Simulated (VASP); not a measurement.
TiCo: single point with PBE

Crystal: TiCo.

```
Co Ti
1.0
     2.98611    0.00000    0.00000
     0.00000    2.98611    0.00000
     0.00000    0.00000    2.98611
Co Ti
1 1
Cartesian
  1.4931 1.4931 1.4931
  0.0000 0.0000 0.0000
```

```
Program             : VASP 6.6.1
Task                : single point
Functional          : PBE
Potentials or basis : VASP PAW PBE potentials, release 64 (Co, Ti_sv)
Cutoff              : 520 eV
k mesh              : 9 × 9 × 9
Occupations         : gaussian, width 0.024 eV
Spin                : collinear spin, ferromagnetic start
Starting moments    : [2.0, 1.0] μB
```

The pressure is -0.8 GPa and the net moment is 0.84 μB per cell. The site moments are Co +0.92; Ti -0.03 μB. The valence electrons inside the program's atomic spheres are Co 8.29; Ti 10.29.

Levels at points of the mesh, in eV from the Fermi level:
Spin up:
| k point | band 9 | band 10 | band 11 | band 12 | band 13 | band 14 |
| --- | --- | --- | --- | --- | --- | --- |
| (0.00, 0.00, 0.00) | -1.90 | -1.90 | 0.46 | 0.46 | 2.64 | 2.64 |
Spin down:
| k point | band 8 | band 9 | band 10 | band 11 | band 12 | band 13 |
| --- | --- | --- | --- | --- | --- | --- |
| (0.00, 0.00, 0.00) | -1.37 | -1.36 | -1.36 | 0.99 | 0.99 | 2.74 |

Wall time 16 s on 1 thread of Intel(R) Xeon(R) 6975P-C (Granite Rapids), with other jobs on the host, peak memory 0.17 GiB.
